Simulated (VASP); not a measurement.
Here is a VASP 6.6.1 calculation.

File INCAR:

```
ALGO     = Normal         # electronic algorithm
EDIFF    = 1E-8           # SCF threshold, eV
ENCUT    = 520            # plane-wave cutoff, eV
GGA      = PS             # functional
ISIF     = 2              # what is computed and relaxed
ISMEAR   = -1             # smearing method
LASPH    = True           # aspherical terms in the spheres
LCHARG   = False          # write CHGCAR
LEFG     = True         
LREAL    = False          # projectors in reciprocal space
LWAVE    = False          # write WAVECAR
NBANDS   = 14             # bands
NELM     = 60             # most SCF steps
PREC     = Accurate       # precision mode
SIGMA    = 0.03           # smearing width, eV
```

The input KPOINTS:

```
k-points
0
Gamma
  9 9 9
```

The input POSCAR:

```
NaCl
1.0
    2.8408047908      0.0000000000      0.0000000000
    0.0000000000      2.8408047908      0.0000000000
    0.0000000000      0.0000000000      2.8408047908
Na Cl
1 1
Direct
    0.0000000000      0.0000000000      0.0000000000
    0.5000000000      0.5000000000      0.5000000000
```

Potentials or basis: VASP PAW PBE potentials, release 64 (Na_pv, Cl).

Command:

```sh
$ cat potpaw_PBE.64/Na_pv/POTCAR potpaw_PBE.64/Cl/POTCAR > POTCAR
$ mpirun -np 1 vasp_std > vasp.out
```

Q: Predict the pressure.

A: 65.2 GPa.

Q: Predict the band gap on the k mesh.

A: 4.48 eV.

Caveat: the cell stands under pressure; the PAW data sets were made with another functional, which shifts forces and pressure a little; an odd mesh through Γ misses points on the zone boundary, where band edges can lie.
